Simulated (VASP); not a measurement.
## C: electric field gradients with LDA

Crystal: C.

```
CELL_PARAMETERS angstrom
0.00000 1.78037 1.78037
1.78037 0.00000 1.78037
1.78037 1.78037 0.00000
ATOMIC_POSITIONS crystal
C 0.00000 0.00000 0.00000
C 0.25000 0.25000 0.25000
```

| Property | Result |
| --- | --- |
| Program | VASP 6.6.1 |
| Task | electric field gradients |
| Functional | LDA |
| Potentials or basis | VASP PAW LDA potentials, release 64 (C) |
| Cutoff | 520 eV |
| k mesh | 14 × 14 × 14 |
| Occupations | fermi-dirac, width 0.03 eV |
| Spin | no spin polarisation |
| Dipole correction | no |
| Further INCAR settings | ALGO = Normal; EDIFF = 1e-08; NBANDS = 11 |

* Pressure: -9.5 GPa
* Band gap on the k mesh: 4.11 eV, indirect (least direct gap 5.56 eV)

Levels at points of the mesh, in eV from the valence-band top:
| k point | band 2 | band 3 | band 4 | band 5 | band 6 | band 7 |
| --- | --- | --- | --- | --- | --- | --- |
| (0.00, 0.00, 0.00) | 0.00 | 0.00 | 0.00 | 5.56 | 5.56 | 5.56 |
| (0.50, 0.00, 0.00) | -13.41 | -2.80 | -2.80 | 8.40 | 8.40 | 9.08 |
| (0.50, 0.50, 0.00) | -12.64 | -6.32 | -6.32 | 4.72 | 4.72 | 16.70 |

Wall time 12 s on 1 thread of Intel Xeon 6975P-C, on a shared host, peak memory 0.11 GiB.

Caveat: without QUAD_EFG the Cq values of the log hold for a quadrupole moment of 1 mb, not for the nuclei. A k mesh can miss the band edges.
